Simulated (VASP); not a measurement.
# Sb (R-3m) in VASP: further runs, part 2 of 2

VASP 6.6.1. The steps go on from the part before.

## (3) Single point, PBE (33.77 Å³/atom)

This run uses another cell than the first one, of 33.77 Å³/atom.

INCAR reads:

```
SYSTEM = Sb
PREC = Accurate
ENCUT = 520
EDIFF = 1E-6
ISMEAR = 0
SIGMA = 0.1
LREAL = .False.
LASPH = .True.
NELM = 80
ALGO = Normal
ISIF = 2
LWAVE = .False.
LCHARG = .False.
GGA = PE
NBANDS = 12
```

KPOINTS reads:

```
regular mesh
0
Gamma
  12 12 12
  0 0 0
```

POSCAR reads:

```
Sb
1.0
    2.2007520990      1.2706048167      4.0256519758
   -2.2007520990      1.2706048167      4.0256519758
    0.0000000000     -2.5412096335      4.0256519758
Sb
2
Direct
    0.2295002341      0.2295002341      0.2295002341
    0.7704997659      0.7704997659      0.7704997659
```

Potentials or basis: VASP PAW PBE potentials, release 64 (Sb).

Launch:

```console
> cat potpaw_PBE.64/Sb/POTCAR > POTCAR
> mpirun -np 1 vasp_std > vasp.out
```

OUTCAR:

```text
SYSTEM = Sb
   PREC = Accurate
   ENCUT = 520
   EDIFF = 1E-6
   ISMEAR = 0
   LREAL = .False.
   LASPH = .True.
   NELM = 80
   ISIF = 2
   GGA = PE

 ion  position               nearest neighbor table
   1  0.230  0.230  0.230-   2 2.96   2 2.96   2 2.96   2 3.57   2 3.57   2 3.57
   2  0.770  0.770  0.770-   1 2.96   1 2.96   1 2.96   1 3.57   1 3.57   1 3.57

  LATTYP: Found a trigonal (rhomboedric) cell.
 ALAT       =     4.7606323353
 COS(alpha) =     0.5725916909

  Lattice vectors:

 A1 = (   2.2007520990,   1.2706048167,   4.0256519758)
 A2 = (  -2.2007520990,   1.2706048167,   4.0256519758)
 A3 = (   0.0000000000,  -2.5412096335,   4.0256519758)

Analysis of symmetry for initial positions (statically):
=====================================================================
 Subroutine PRICEL returns:
 Original cell was already a primitive cell.

 Routine SETGRP: Setting up the symmetry group for a
 trigonal (rhombohedral) supercell.

 Subroutine GETGRP returns: Found 12 space group operations
 (whereof 12 operations were pure point group operations)
 out of a pool of 12 trial point group operations.

The static configuration has the point symmetry D_3d.

Analysis of symmetry for dynamics (positions and initial velocities):
=====================================================================
 Subroutine PRICEL returns:
 Original cell was already a primitive cell.

 Routine SETGRP: Setting up the symmetry group for a
 trigonal (rhombohedral) supercell.

 Subroutine GETGRP returns: Found 12 space group operations
 (whereof 12 operations were pure point group operations)
 out of a pool of 12 trial point group operations.

The dynamic configuration has the point symmetry D_3d.

 Subroutine INISYM returns: Found 12 space group operations
 (whereof 12 operations are pure point group operations),
 and found     1 'primitive' translations

----------------------------------------------------------------------------------------

                                     Primitive cell

  volume of cell :      67.5413

  direct lattice vectors                    reciprocal lattice vectors
     2.200752099  1.270604817  4.025651976     0.227195058  0.131171128  0.082802323
    -2.200752099  1.270604817  4.025651976    -0.227195058  0.131171128  0.082802323
     0.000000000 -2.541209633  4.025651976     0.000000000 -0.262342255  0.082802323

  length of vectors
     4.760632335  4.760632335  4.760632335     0.275099407  0.275099407  0.275099407

  position of ions in fractional coordinates (direct lattice)
     0.229500234  0.229500234  0.229500234
     0.770499766  0.770499766  0.770499766

  ion indices of the primitive-cell ions
   primitive index   ion index
                 1           1
                 2           2

----------------------------------------------------------------------------------------

 KPOINTS: regular mesh

Automatic generation of k-mesh.
 Grid dimensions read from file:
 generate k-points for:   12   12   12

 Generating k-lattice:

[... 22 lines left out ...]
  0.333333 -0.000000  0.000000      6.000000
  0.416667  0.000000 -0.000000      6.000000
[... 16 lines left out ...]
  0.500000  0.166667  0.000000     12.000000
 -0.416667  0.166667  0.000000     12.000000
 [... further k-points ...]
   k-points           NKPTS =    189   k-points in BZ     NKDIM =    189   number of bands    NBANDS=     12
   number of dos      NEDOS =    301   number of ions     NIONS =      2
   total plane-waves  NPLWV =  46656
   dimension x,y,z NGX =    36 NGY =   36 NGZ =   36
   dimension x,y,z NGXF=    72 NGYF=   72 NGZF=   72
   ions per type =               2
   NGX,Y,Z   is equivalent  to a cutoff of  12.57, 12.57, 12.57 a.u.
   NGXF,Y,Z  is equivalent  to a cutoff of  25.14, 25.14, 25.14 a.u.
 SYSTEM =  Sb
   PREC   = accura    normal or accurate (medium, high low for compatibility)
   ISTART =      0    job   : 0-new  1-cont  2-samecut
   ICHARG =      2    charge: 1-file 2-atom 10-const
   ISPIN  =      1    spin polarized calculation?
   LNONCOLLINEAR =      F non collinear calculations
   LSORBIT =      F    spin-orbit coupling
   LASPH  =      T    aspherical Exc in radial PAW
   ENCUT  =  520.0 eV  38.22 Ry    6.18 a.u.   8.85  8.85  8.85*2*pi/ulx,y,z
   NELM   =     80;   NELMIN=  2; NELMDL= -5     # of ELM steps
   EDIFF  = 0.1E-05   stopping-criterion for ELM
   LREAL  =      F    real-space projection
   EDIFFG = 0.1E-04   stopping-criterion for IOM
   NSW    =      0    number of steps for IOM
   IBRION =     -1    ionic relax: 0-MD 1-quasi-New 2-CG
   NFREE  =      0    steps in history (QN), initial steepest desc. (CG)
   ISIF   =      2    stress and relaxation
   ISYM   =      2    0-nonsym 1-usesym 2-fastsym
   POTIM  = 0.5000    time-step for ionic-motion
   TEBEG  =    0.0;   TEEND  =   0.0 temperature during run
   PSTRESS=    0.0 pullay stress
   NELECT =      10.0000    total number of electrons
   NUPDOWN=      -1.0000    fix difference up-down
   EMIN   =  10.00;   EMAX   =-10.00  energy-range for DOS
   EFERMI =   0.00;   METHOD = LEGACY
   ISMEAR =     0;   SIGMA  =   0.10  broadening in eV -4-tet -1-fermi 0-gaus
   EFERMI_NEDOS =   21; number of points for ismear=-14 and -15
   IALGO  =     38    algorithm
   IMIX   =      4    mixing-type and parameters
     AMIX     =   0.40;   BMIX     =  1.00
     AMIX_MAG =   1.60;   BMIX_MAG =  1.00
  volume/ion in A,a.u.               =      33.77       227.90
  Fermi-wavevector in a.u.,A,eV,Ry     =   0.866068  1.636630 10.205364  0.750073
  Thomas-Fermi vector in A             =   1.984403
   LORBIT       =      0    0 simple, 1 ext, 2 COOP (PROOUT), +10 PAW based schemes
   GGA     = PE    functional components
   LHFCALC =     F    Hartree Fock is set to
   AEXX    =    0.0000 exact exchange contribution
   IVDW    =     0    specifies the selected vdW correction
   LEPSILON=     F    determine dielectric tensor
   LRPA    =     F    only Hartree local field effects (RPA)
 non-spin polarized calculation
 Gauss-broadening in eV      SIGMA  =   0.10
  energy-cutoff  :      520.00
  volume of cell :       67.54
 maximum number of plane-waves:      1880
   NGX = 17   NGY = 17   NGZ = 17

 number of electron      10.0000000 magnetization

 Free energy of the ion-electron system (eV)
  ---------------------------------------------------
  ext. energy  EPLUGINS =         0.00000000
  ---------------------------------------------------
  free energy    TOTEN  =        -8.25497722 eV

  energy without entropy =       -8.25399711  energy(sigma->0) =       -8.25448717

 E-fermi :   5.9510     XC(G=0):  -9.0311

 val. band max:        5.9498275164   @ k =   0.4167   0.2500   0.2500
 cond. band min:       6.0818415503   @ k =   0.4167   0.0000  -0.0000
 fundamental gap:      0.1320140339
 Fermi energy:         5.9510008811

 k-point     1 :       0.0000    0.0000    0.0000
  band No.  band energies     occupation
      1      -6.0447      2.00000
      2       0.6425      2.00000
      3       4.0449      2.00000
      4       4.4230      2.00000
      5       4.4230      2.00000
      6       7.6173      0.00000
      7       8.3808      0.00000
      8       8.3808      0.00000
      9      11.4244      0.00000
     10      11.4244      0.00000
     11      11.5456      0.00000
     12      12.7692      0.00000
[... 331 lines left out ...]
 k-point    24 :      -0.4167    0.1667    0.0000
  band No.  band energies     occupation
      1      -3.8458      2.00000
      2      -3.0682      2.00000
      3       2.5773      2.00000
      4       3.7430      2.00000
      5       4.4912      2.00000
      6       6.9267      0.00000
      7       7.1283      0.00000
      8       8.7908      0.00000
      9      12.2738      0.00000
     10      13.0513      0.00000
     11      13.6176      0.00000
     12      15.2020      0.00000

 [... further k-points ...]

------------------------ aborting loop because EDIFF is reached ----------------------------------------

  FORCE on cell =-STRESS in cart. coord.  units (eV):
  Direction    XX          YY          ZZ          XY          YZ          ZX
  --------------------------------------------------------------------------------------
  -------------------------------------------------------------------------------------
  Total       -0.5489403     -0.5489403     -0.5660122      0.0000000      0.0000000      0.0000000
  in kB      -13.0216675    -13.0216675    -13.4266380      0.0000000      0.0000000      0.0000000
  external PRESSURE =     -13.1566577 kB  Pullay stress =       0.0000000 kB

 VOLUME and BASIS-vectors are now :
 -----------------------------------------------------------------------------
  energy-cutoff  :      520.00
  volume of cell :       67.54
      direct lattice vectors                 reciprocal lattice vectors
     2.200752099  1.270604817  4.025651976     0.227195058  0.131171128  0.082802323
    -2.200752099  1.270604817  4.025651976    -0.227195058  0.131171128  0.082802323
     0.000000000 -2.541209633  4.025651976     0.000000000 -0.262342255  0.082802323

 POSITION                                       TOTAL-FORCE (eV/Angst)
 -----------------------------------------------------------------------------------
      0.00000     -0.00000      2.77166         0.000000     -0.000000      0.038441
      0.00000     -0.00000      9.30529         0.000000      0.000000     -0.038441
 -----------------------------------------------------------------------------------
    total drift:                                0.000000     -0.000000      0.000000

  FREE ENERGIE OF THE ION-ELECTRON SYSTEM (eV)
  ---------------------------------------------------
  free  energy   TOTEN  =        -8.2549772219 eV

  energy  without entropy=       -8.2539971085  energy(sigma->0) =       -8.25448717
```

OSZICAR:

```text
N       E                     dE             d eps       ncg     rms          rms(c)
DAV:   1     0.342951767837E+02    0.34295E+02   -0.35018E+03  4536   0.647E+02
DAV:   2    -0.626198566341E+01   -0.40557E+02   -0.39110E+02  6040   0.103E+02
DAV:   3    -0.823848984667E+01   -0.19765E+01   -0.19524E+01  5580   0.254E+01
DAV:   4    -0.825699816637E+01   -0.18508E-01   -0.18505E-01  5260   0.297E+00
DAV:   5    -0.825725545483E+01   -0.25729E-03   -0.25729E-03  5584   0.382E-01    0.269E+00
DAV:   6    -0.825566777462E+01    0.15877E-02   -0.32715E-03  5396   0.368E-01    0.162E+00
DAV:   7    -0.825480768615E+01    0.86009E-03   -0.77351E-03  5300   0.560E-01    0.848E-02
DAV:   8    -0.825493337864E+01   -0.12569E-03   -0.32702E-04  5608   0.105E-01    0.291E-02
DAV:   9    -0.825497647964E+01   -0.43101E-04   -0.64162E-05  5268   0.471E-02    0.741E-03
DAV:  10    -0.825497722189E+01   -0.74225E-06   -0.80759E-06  5492   0.149E-02
   1 F= -.82549772E+01 E0= -.82544872E+01  d E =-.980113E-03
```

stdout:

```text
POSCAR found type information on POSCAR Sb
 POSCAR found :  1 types and       2 ions
 scaLAPACK will be used
 LDA part: xc-table for (Slater+PW92), standard interpolation
 POSCAR, INCAR and KPOINTS ok, starting setup
 FFT: planning ... GRIDC
 FFT: planning ... GRID_SOFT
 FFT: planning ... GRID
 WAVECAR not read
 entering main loop
```

It took 2.8 min on 1 thread of Intel Xeon 8259CL, shared host; peak memory 0.29 GiB.

What came out:

| Item | Value |
| --- | --- |
| Free energy | -8.2550 eV |
| Pressure | -1.3 GPa |
| Largest force | 0.038 eV/Å |
| Band gap on the k mesh | zero (bands 5 and 6 overlap by 0.18 eV) |

Forces in eV/Å, atoms in the order of the input:
```
Sb   0.000  0.000  0.038
Sb   0.000  0.000 -0.038
```

Caveat: spin-orbit coupling is left out, which moves the levels of the heavy elements.

## (4) Single point, PBE (29.95 Å³/atom)

This run uses another cell than the first one, of 29.95 Å³/atom.

INCAR reads:

```
PREC = Accurate ; ENCUT = 520
EDIFF = 1E-7 ; ISMEAR = 0
SIGMA = 0.1 ; LREAL = F
LASPH = T ; NELM = 80
ALGO = Normal ; ISIF = 2
LWAVE = F ; LCHARG = T
GGA = PE ; LELF = T
LVHAR = T ; NBANDS = 12
```

KPOINTS reads:

```
Automatic mesh
0
Gamma
  12 12 12
```

POSCAR reads:

```
Sb
1.0
    2.1629966009      1.2488066698      3.6956326096
   -2.1629966009      1.2488066698      3.6956326096
    0.0000000000     -2.4976133396      3.6956326096
Sb
2
Direct
    0.2359653468      0.2359653468      0.2359653468
    0.7640346532      0.7640346532      0.7640346532
```

Launch:

```console
> cat potpaw_PBE.64/Sb/POTCAR > POTCAR
> mpirun -np 1 vasp_std > vasp.out
```

Wall time 2.7 min (1 thread of Intel Xeon 8259CL, shared host); peak memory 0.28 GiB.

Results (log left out):

```yaml
Free_energy: -8.2508 eV
Pressure: 2.4 GPa
Largest_force: 0.031 eV/Å
Band_gap_on_the_k_mesh: zero (bands 5 and 6 overlap by 0.24 eV)
```

Forces in eV/Å, atoms in the order of the input:
```
Sb   0.000  0.000  0.031
Sb   0.000  0.000 -0.031
```

Stress tensor (GPa, compression positive):
```
2.47 0.00 0.00
0.00 2.47 0.00
0.00 0.00 2.39
```

Levels at points of the mesh, in eV from the Fermi level:
```csv
k point,band 3,band 4,band 5,band 6,band 7,band 8
"(0.00, 0.00, 0.00)",-1.95,-1.78,-1.78,2.35,2.84,2.84
"(0.50, 0.00, 0.00)",-1.73,-1.57,-0.28,-0.13,0.25,0.34
"(0.50, 0.50, 0.00)",-5.50,-3.73,-3.67,1.66,5.06,5.49
"(0.50, 0.50, 0.50)",-1.22,-1.22,-0.41,0.01,0.01,1.00
```

Caveat: spin-orbit coupling is left out, which moves the levels of the heavy elements.

## (5) The runs side by side

```csv
cell,gap on the mesh (eV),pressure (GPa),largest force (eV/Å)
"a = 4.680 Å, angles 55.9°, 2 atoms, atomic positions A",none,-0.7,0.03
"a = 4.761 Å, angles 55.1°, 2 atoms, atomic positions B",none,-1.3,0.04
"a = 4.460 Å, angles 58.0°, 2 atoms, atomic positions C",none,2.4,0.03
```

Alike in all rows: task single point; level PBE; potentials or basis VASP PAW PBE potentials, release 64 (Sb); no spin polarisation; k mesh 12 × 12 × 12; cutoff (eV) 520; smearing gaussian 0.1 eV.

Caveats: spin-orbit coupling is left out, which moves the levels of the heavy elements.

Absolute energies hang on the potentials; compare differences alone.

The gap in the log of VASP goes by the Fermi energy; the results here count the filled bands.